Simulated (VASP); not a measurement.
# Mg (P6_3/mmc) in VASP: further runs

The runs below take Mg through single point, relaxation of cell and atoms, with LDA.

All numbers are computed with VASP 6.6.1; they aren't measurements. Logs are shortened: lines on timing, memory, paths and dates and some standing lists are left out, and cuts for length are marked.

### 1 The cell of the first run

It takes space group P6_3/mmc (No. 194, hexagonal). The conventional cell has a = 3.147 Å, b = 3.147 Å, c = 5.039 Å, α = 90.00°, β = 90.00°, γ = 120.00°. Within 4.1 Å of Mg (site symmetry -6m2) lie 12 Mg at 3.11 to 3.15 Å.

### 2 Single point, LDA

Input file INCAR:

```
PREC = Accurate
ENCUT = 520
EDIFF = 1E-6
ISMEAR = 0
SIGMA = 0.1
LREAL = F
LASPH = T
NELM = 100
ALGO = Normal
ISIF = 2
LWAVE = F
LCHARG = T
GGA = CA
LELF = T
LVHAR = T
NBANDS = 9
```

Input file KPOINTS:

```
Automatic mesh
0
Gamma
  15 15 8
```

Input file POSCAR:

```
Mg
1.0
    3.1466132004      0.0000000000      0.0000000000
   -1.5733066002      2.7250469674      0.0000000000
    0.0000000000      0.0000000000      5.0388883878
Mg
2
Direct
    0.3333333333      0.6666666667      0.2500000000
    0.6666666667      0.3333333333      0.7500000000
```

Potentials or basis: VASP PAW LDA potentials, release 64 (Mg).

The run is started by

```bash
$ cat potpaw_LDA.64/Mg/POTCAR > POTCAR
$ mpirun -np 1 vasp_std > vasp.out
```

OUTCAR:

```text
PREC = Accurate
   ENCUT = 520
   EDIFF = 1E-6
   ISMEAR = 0
   LREAL = F
   LASPH = T
   NELM = 100
   ISIF = 2
   GGA = CA

 ion  position               nearest neighbor table
   1  0.333  0.667  0.250-   2 3.11   2 3.11   2 3.11   2 3.11   2 3.11   2 3.11
   2  0.667  0.333  0.750-   1 3.11   1 3.11   1 3.11   1 3.11   1 3.11   1 3.11

  LATTYP: Found a hexagonal cell.
 ALAT       =     3.1466132004
 C/A-ratio  =     1.6013688582

  Lattice vectors:

 A1 = (   3.1466132004,   0.0000000000,   0.0000000000)
 A2 = (  -1.5733066002,   2.7250469674,   0.0000000000)
 A3 = (   0.0000000000,   0.0000000000,   5.0388883878)

Analysis of symmetry for initial positions (statically):
=====================================================================
 Subroutine PRICEL returns:
 Original cell was already a primitive cell.

 Routine SETGRP: Setting up the symmetry group for a
 hexagonal supercell.

 Subroutine GETGRP returns: Found 24 space group operations
 (whereof 12 operations were pure point group operations)
 out of a pool of 24 trial point group operations.

The static configuration has the point symmetry D_3d.
 The point group associated with its full space group is D_6h.

Analysis of symmetry for dynamics (positions and initial velocities):
=====================================================================
 Subroutine PRICEL returns:
 Original cell was already a primitive cell.

 Routine SETGRP: Setting up the symmetry group for a
 hexagonal supercell.

 Subroutine GETGRP returns: Found 24 space group operations
 (whereof 12 operations were pure point group operations)
 out of a pool of 24 trial point group operations.

The dynamic configuration has the point symmetry D_3d.
 The point group associated with its full space group is D_6h.

 Subroutine INISYM returns: Found 24 space group operations
 (whereof 12 operations are pure point group operations),
 and found     1 'primitive' translations

----------------------------------------------------------------------------------------

                                     Primitive cell

  volume of cell :      43.2068

  direct lattice vectors                    reciprocal lattice vectors
     3.146613200  0.000000000  0.000000000     0.317802010  0.183483076  0.000000000
    -1.573306600  2.725046967  0.000000000     0.000000000  0.366966152  0.000000000
     0.000000000  0.000000000  5.038888388     0.000000000  0.000000000  0.198456470

  length of vectors
     3.146613200  3.146613200  5.038888388     0.366966152  0.366966152  0.198456470

  position of ions in fractional coordinates (direct lattice)
     0.333333333  0.666666667  0.250000000
     0.666666667  0.333333333  0.750000000

  ion indices of the primitive-cell ions
   primitive index   ion index
                 1           1
                 2           2

----------------------------------------------------------------------------------------

 KPOINTS: Automatic mesh

Automatic generation of k-mesh.
 Grid dimensions read from file:
 generate k-points for:   15   15    8

 Generating k-lattice:

  Cartesian coordinates                     Fractional coordinates (reciprocal lattice)
     0.021186801  0.012232205  0.000000000     0.066666667  0.000000000  0.000000000
     0.000000000  0.024464410  0.000000000     0.000000000  0.066666667  0.000000000
     0.000000000  0.000000000  0.024807059     0.000000000  0.000000000  0.125000000

  Length of vectors
     0.024464410  0.024464410  0.024807059

  Shift w.r.t. Gamma in fractional coordinates (k-lattice)
     0.000000000  0.000000000  0.000000000

 Subroutine IBZKPT returns following result:
 ===========================================

 Found    135 irreducible k-points:

 Following reciprocal coordinates:
            Coordinates               Weight
  0.000000  0.000000  0.000000      1.000000
  0.066667 -0.000000  0.000000      6.000000
  0.133333 -0.000000  0.000000      6.000000
  0.200000 -0.000000  0.000000      6.000000
  0.266667 -0.000000  0.000000      6.000000
  0.333333 -0.000000  0.000000      6.000000
[... 16 lines left out ...]
  0.333333  0.200000  0.000000     12.000000
  0.400000  0.200000  0.000000      6.000000
 [... further k-points ...]
   k-points           NKPTS =    135   k-points in BZ     NKDIM =    135   number of bands    NBANDS=      9
   number of dos      NEDOS =    301   number of ions     NIONS =      2
   total plane-waves  NPLWV =  23040
   dimension x,y,z NGX =    24 NGY =   24 NGZ =   40
   dimension x,y,z NGXF=    48 NGYF=   48 NGZF=   80
   ions per type =               2
   NGX,Y,Z   is equivalent  to a cutoff of  12.68, 12.68, 13.20 a.u.
   NGXF,Y,Z  is equivalent  to a cutoff of  25.36, 25.36, 26.39 a.u.
 SYSTEM =  unknown system
   PREC   = accura    normal or accurate (medium, high low for compatibility)
   ISTART =      0    job   : 0-new  1-cont  2-samecut
   ICHARG =      2    charge: 1-file 2-atom 10-const
   ISPIN  =      1    spin polarized calculation?
   LNONCOLLINEAR =      F non collinear calculations
   LSORBIT =      F    spin-orbit coupling
   LASPH  =      T    aspherical Exc in radial PAW
   ENCUT  =  520.0 eV  38.22 Ry    6.18 a.u.   5.85  5.85  9.37*2*pi/ulx,y,z
   NELM   =    100;   NELMIN=  2; NELMDL= -5     # of ELM steps
   EDIFF  = 0.1E-05   stopping-criterion for ELM
   LREAL  =      F    real-space projection
   EDIFFG = 0.1E-04   stopping-criterion for IOM
   NSW    =      0    number of steps for IOM
   IBRION =     -1    ionic relax: 0-MD 1-quasi-New 2-CG
   NFREE  =      0    steps in history (QN), initial steepest desc. (CG)
   ISIF   =      2    stress and relaxation
   ISYM   =      2    0-nonsym 1-usesym 2-fastsym
   POTIM  = 0.5000    time-step for ionic-motion
   TEBEG  =    0.0;   TEEND  =   0.0 temperature during run
   PSTRESS=    0.0 pullay stress
   NELECT =       4.0000    total number of electrons
   NUPDOWN=      -1.0000    fix difference up-down
   EMIN   =  10.00;   EMAX   =-10.00  energy-range for DOS
   EFERMI =   0.00;   METHOD = LEGACY
   ISMEAR =     0;   SIGMA  =   0.10  broadening in eV -4-tet -1-fermi 0-gaus
   EFERMI_NEDOS =   21; number of points for ismear=-14 and -15
   IALGO  =     38    algorithm
   IMIX   =      4    mixing-type and parameters
     AMIX     =   0.40;   BMIX     =  1.00
     AMIX_MAG =   1.60;   BMIX_MAG =  1.00
  volume/ion in A,a.u.               =      21.60       145.79
  Fermi-wavevector in a.u.,A,eV,Ry     =   0.740589  1.399511  7.462423  0.548473
  Thomas-Fermi vector in A             =   1.835028
   LORBIT       =      0    0 simple, 1 ext, 2 COOP (PROOUT), +10 PAW based schemes
   GGA     = CA    functional components
   LHFCALC =     F    Hartree Fock is set to
   AEXX    =    0.0000 exact exchange contribution
   IVDW    =     0    specifies the selected vdW correction
   LEPSILON=     F    determine dielectric tensor
   LRPA    =     F    only Hartree local field effects (RPA)
 non-spin polarized calculation
 Gauss-broadening in eV      SIGMA  =   0.10
  energy-cutoff  :      520.00
  volume of cell :       43.21
 maximum number of plane-waves:      1194
 NGX is ok and might be reduce to    24
   NGX = 11   NGY = 11   NGZ = 19

 number of electron       4.0000000 magnetization

 Free energy of the ion-electron system (eV)
  ---------------------------------------------------
  ext. energy  EPLUGINS =         0.00000000
  ---------------------------------------------------
  free energy    TOTEN  =        -3.62290494 eV

  energy without entropy =       -3.61822057  energy(sigma->0) =       -3.62056275

 E-fermi :   2.7876     XC(G=0):  -8.8775

 val. band max:        2.7660932928   @ k =   0.3333   0.1333   0.1250
 cond. band min:       2.8003888706   @ k =   0.2667   0.2667   0.2500
 fundamental gap:      0.0342955778
 Fermi energy:         2.7875980999

 k-point     1 :       0.0000    0.0000    0.0000
  band No.  band energies     occupation
      1      -4.3924      2.00000
      2       1.1159      2.00000
      3       1.6505      2.00000
      4      13.8926      0.00000
      5      13.8926      0.00000
      6      14.0269      0.00000
      7      14.0269      0.00000
      8      15.0334      0.00000
      9      16.5853      0.00000

 k-point     2 :       0.0667   -0.0000    0.0000
  band No.  band energies     occupation
      1      -4.3023      2.00000
      2       1.1974      2.00000
      3       1.7378      2.00000
      4      12.1214      0.00000
      5      12.9177      0.00000
      6      13.7741      0.00000
      7      15.1289      0.00000
      8      15.8594      0.00000
      9      16.9204      0.00000

 k-point     3 :       0.1333   -0.0000    0.0000
  band No.  band energies     occupation
      1      -4.0323      2.00000
      2       1.4420      2.00000
      3       1.9975      2.00000
      4      10.0376      0.00000
      5      12.0247      0.00000
      6      12.8141      0.00000
      7      14.9298      0.00000
      8      15.6623      0.00000
      9      16.2700      0.00000

 k-point     4 :       0.2000   -0.0000    0.0000
  band No.  band energies     occupation
      1      -3.5841      2.00000
      2       1.8500      2.00000
      3       2.4208      2.00000
      4       8.0412      0.00000
      5      11.2809      0.00000
      6      11.7883      0.00000
      7      12.9418      0.00000
      8      14.3352      0.00000
      9      15.9569      0.00000
[... 205 lines left out ...]
 k-point    22 :       0.2667    0.2000    0.0000
  band No.  band energies     occupation
      1      -1.1154      2.00000
      2       3.7043      0.00000
      3       4.1402      0.00000
      4       4.6950      0.00000
      5       5.9240      0.00000
      6       9.0488      0.00000
      7      10.1682      0.00000
      8      10.4444      0.00000
      9      11.6896      0.00000

 k-point    23 :       0.3333    0.2000    0.0000
  band No.  band energies     occupation
      1      -0.0795      2.00000
      2       2.4277      2.00000
      3       4.7075      0.00000
      4       5.1190      0.00000
      5       6.3184      0.00000
      6       7.6079      0.00000
      7       8.9362      0.00000
      8      10.1562      0.00000
      9      11.3993      0.00000

 k-point    24 :       0.4000    0.2000    0.0000
  band No.  band energies     occupation
      1       1.0981      2.00000
      2       1.1207      2.00000
      3       4.7038      0.00000
      4       6.0945      0.00000
      5       6.4728      0.00000
      6       6.7928      0.00000
      7       8.2313      0.00000
      8      10.0654      0.00000
      9      11.3090      0.00000

 [... further k-points ...]
[... 5 lines left out ...]
  --------------------------------------------------------------------------------------
  -------------------------------------------------------------------------------------
  Total       -0.0884733     -0.0884733     -0.0918775      0.0000000      0.0000000      0.0000000
  in kB       -3.2807316     -3.2807316     -3.4069653      0.0000000      0.0000000      0.0000000
  external PRESSURE =      -3.3228095 kB  Pullay stress =       0.0000000 kB

 VOLUME and BASIS-vectors are now :
 -----------------------------------------------------------------------------
  energy-cutoff  :      520.00
  volume of cell :       43.21
      direct lattice vectors                 reciprocal lattice vectors
     3.146613200  0.000000000  0.000000000     0.317802010  0.183483076  0.000000000
    -1.573306600  2.725046967  0.000000000     0.000000000  0.366966152  0.000000000
     0.000000000  0.000000000  5.038888388     0.000000000  0.000000000  0.198456470

 POSITION                                       TOTAL-FORCE (eV/Angst)
 -----------------------------------------------------------------------------------
     -0.00000      1.81670      1.25972         0.000000     -0.000000      0.000000
      1.57331      0.90835      3.77917        -0.000000      0.000000      0.000000
 -----------------------------------------------------------------------------------
    total drift:                                0.000000     -0.000000      0.000000

  FREE ENERGIE OF THE ION-ELECTRON SYSTEM (eV)
  ---------------------------------------------------
  free  energy   TOTEN  =        -3.6229049391 eV

  energy  without entropy=       -3.6182205684  energy(sigma->0) =       -3.62056275
```

Run time: 11 s. Hardware: 1 thread of Intel Xeon 6975P-C (Granite Rapids), shared host; peak memory 0.17 GiB.

Results:

```
Free energy            : -3.6229 eV
Pressure               : -0.3 GPa
Band gap on the k mesh : zero (band 2 reaches 3.70 eV, above the bottom of band 3 at 1.65 eV)
```

### 3 Relaxation of cell and atoms, LDA

This run uses another cell than the first one, of 23.24 Å³/atom, 1.076 times its volume.

Input file INCAR:

```
PREC = Accurate ; ENCUT = 600
EDIFF = 1E-6 ; ISMEAR = 0
SIGMA = 0.1 ; LREAL = False
LASPH = True ; NELM = 100
ALGO = Normal ; ISIF = 3
LWAVE = False ; LCHARG = False
GGA = CA ; IBRION = 2
NSW = 100 ; EDIFFG = -0.005
```

Input file KPOINTS:

```
regular mesh
0
Gamma
  15 15 8
```

Input file POSCAR:

```
Mg
1.0
    3.2093000000      0.0000000000      0.0000000000
   -1.6046500000      2.7793353284      0.0000000000
    0.0000000000      0.0000000000      5.2103000000
Mg
2
Direct
    0.3333333333      0.6666666667      0.2500000000
    0.6666666667      0.3333333333      0.7500000000
```

Potentials or basis: VASP PAW LDA potentials, release 64 (Mg).

The run is started by

```bash
$ cat potpaw_LDA.64/Mg/POTCAR > POTCAR
$ mpirun -np 1 vasp_std > vasp.out
```

Run time: 60 s. Hardware: 1 thread of Intel Xeon 6975P-C (Granite Rapids), shared host; peak memory 0.19 GiB.

It converged, with:

```yaml
Free_energy: -3.6234 eV
Relaxed_volume: 21.43 Å³/atom
Relaxed_cell: a = 3.138 Å, b = 3.138 Å, c = 5.025 Å, α = 90.00°, β = 90.00°, γ = 120.00°
Space_group_after_relaxing_to_0.05_Å: P6_3/mmc (No. 194)
Energy_gained_by_relaxing: 17.6 meV/atom
Ionic_steps: 8
Pressure_after_relaxing: 0.0 GPa
Band_gap_on_the_k_mesh: zero (band 2 reaches 3.75 eV, above the bottom of band 3 at 1.70 eV)
```

The path:
```
step  energy change (eV)  largest force (eV/Å)  pressure (GPa)  volume (Å³)
   1              0.0000                0.0000           -2.81        46.47
   2             -0.0322                0.0000           -0.85        43.79
   3             -0.0349                0.0000           -0.01        42.86
   4             -0.0349                0.0000            0.05        42.79
   5             -0.0351                0.0000            0.05        42.80
   6             -0.0351                0.0000            0.04        42.81
   7             -0.0351                0.0000            0.04        42.81
   8             -0.0351                0.0000            0.00        42.85
```

Final structure:
```
CELL_PARAMETERS angstrom
3.13820 0.00000 0.00000
-1.56910 2.71776 0.00000
0.00000 0.00000 5.02468
ATOMIC_POSITIONS crystal
Mg 0.33333 0.66667 0.25000
Mg 0.66667 0.33333 0.75000
```

Levels at points of the mesh, in eV from the Fermi level:
```
           k point  band 1  band 2  band 3  band 4  band 5  band 6
(0.00, 0.00, 0.00)   -7.22   -1.68   -1.13   11.15   11.15   11.30
(0.00, 0.00, 0.50)   -5.74   -5.74    5.45    5.45   11.92   11.92
```

LDA usually gives volumes a few per cent too small. Zero-point motion and thermal expansion aren't in these numbers.

### 4 Single point, LDA

This run uses another cell than the first one, of 21.65 Å³/atom, 1.002 times its volume.

Input file INCAR:

```
PREC = Accurate
ENCUT = 520
EDIFF = 1E-7
ISMEAR = -1
SIGMA = 0.15
LREAL = False
LASPH = True
NELM = 100
ALGO = Normal
ISIF = 2
LWAVE = False
LCHARG = False
NBANDS = 9
```

KPOINTS is that of step 3.

Input file POSCAR:

```
Mg
1.0
    3.1440215989      0.0000000000      0.0000000000
   -1.5720107995      2.7228025747      0.0000000000
    0.0000000000      0.0000000000      5.0592292223
Mg
2
Direct
    0.3333333333      0.6666666667      0.2500000000
    0.6666666667      0.3333333333      0.7500000000
```

Potentials or basis: VASP PAW LDA potentials, release 64 (Mg).

The run is started by

```bash
$ cat potpaw_LDA.64/Mg/POTCAR > POTCAR
$ mpirun -np 1 vasp_std > vasp.out
```

OUTCAR:

```text
PREC = Accurate
   ENCUT = 520
   EDIFF = 1E-7
   ISMEAR = -1
   LREAL = False
   LASPH = True
   NELM = 100
   ISIF = 2

 ion  position               nearest neighbor table
   1  0.333  0.667  0.250-   2 3.11   2 3.11   2 3.11   2 3.11   2 3.11   2 3.11
   2  0.667  0.333  0.750-   1 3.11   1 3.11   1 3.11   1 3.11   1 3.11   1 3.11

  LATTYP: Found a hexagonal cell.
 ALAT       =     3.1440215989
 C/A-ratio  =     1.6091585452

  Lattice vectors:

 A1 = (   3.1440215989,   0.0000000000,   0.0000000000)
 A2 = (  -1.5720107995,   2.7228025747,   0.0000000000)
[... 466 lines left out ...]
      4       6.0716      0.00000
      5       6.4493      0.00000
      6       6.7388      0.00000
      7       8.1847      0.00000
      8      10.0507      0.00000
      9      11.2599      0.00000

 [... further k-points ...]
[... 5 lines left out ...]
  --------------------------------------------------------------------------------------
  -------------------------------------------------------------------------------------
  Total       -0.0883492     -0.0883492     -0.0882608      0.0000000      0.0000000      0.0000000
  in kB       -3.2683380     -3.2683380     -3.2650676      0.0000000      0.0000000      0.0000000
  external PRESSURE =      -3.2672479 kB  Pullay stress =       0.0000000 kB

 VOLUME and BASIS-vectors are now :
 -----------------------------------------------------------------------------
  energy-cutoff  :      520.00
  volume of cell :       43.31
      direct lattice vectors                 reciprocal lattice vectors
     3.144021599  0.000000000  0.000000000     0.318063973  0.183634320  0.000000000
    -1.572010799  2.722802575  0.000000000     0.000000000  0.367268641  0.000000000
     0.000000000  0.000000000  5.059229222     0.000000000  0.000000000  0.197658567

 POSITION                                       TOTAL-FORCE (eV/Angst)
 -----------------------------------------------------------------------------------
     -0.00000      1.81520      1.26481        -0.000000     -0.000000      0.000000
      1.57201      0.90760      3.79442         0.000000      0.000000      0.000000
 -----------------------------------------------------------------------------------
    total drift:                                0.000000     -0.000000      0.000000

  FREE ENERGIE OF THE ION-ELECTRON SYSTEM (eV)
  ---------------------------------------------------
  free  energy   TOTEN  =        -3.6506825572 eV

  energy  without entropy=       -3.5920364820  energy(sigma->0) =       -3.62135952
```

Wall time 14 s (1 thread of Intel Xeon 6975P-C (Granite Rapids), shared host); peak memory 0.17 GiB.

Results:

```yaml
Free_energy: -3.6507 eV
Pressure: -0.3 GPa
Band_gap_on_the_k_mesh: zero (band 2 reaches 3.70 eV, above the bottom of band 3 at 1.59 eV)
```

### 5 Overview

```tsv
task	cell	cutoff (eV)	smearing	gap on the mesh (eV)	pressure (GPa)
single point	a = 3.147, b = 3.147, c = 5.039 Å, angles 90.0, 90.0, 120.0°, 2 atoms	520	gaussian 0.1 eV	none	-0.3
relaxation of cell and atoms	relaxed from a = 3.209, b = 3.209, c = 5.210 Å, angles 90.0, 90.0, 120.0°, 2 atoms	600	gaussian 0.1 eV	none	0.0
single point	a = 3.144, b = 3.144, c = 5.059 Å, angles 90.0, 90.0, 120.0°, 2 atoms	520	fermi-dirac 0.15 eV	none	-0.3
```

Alike in all rows: level LDA; potentials or basis VASP PAW LDA potentials, release 64 (Mg); no spin polarisation; k mesh 15 × 15 × 8.

Total energies depend on the potentials used, so only differences within one code and one set of settings carry meaning.
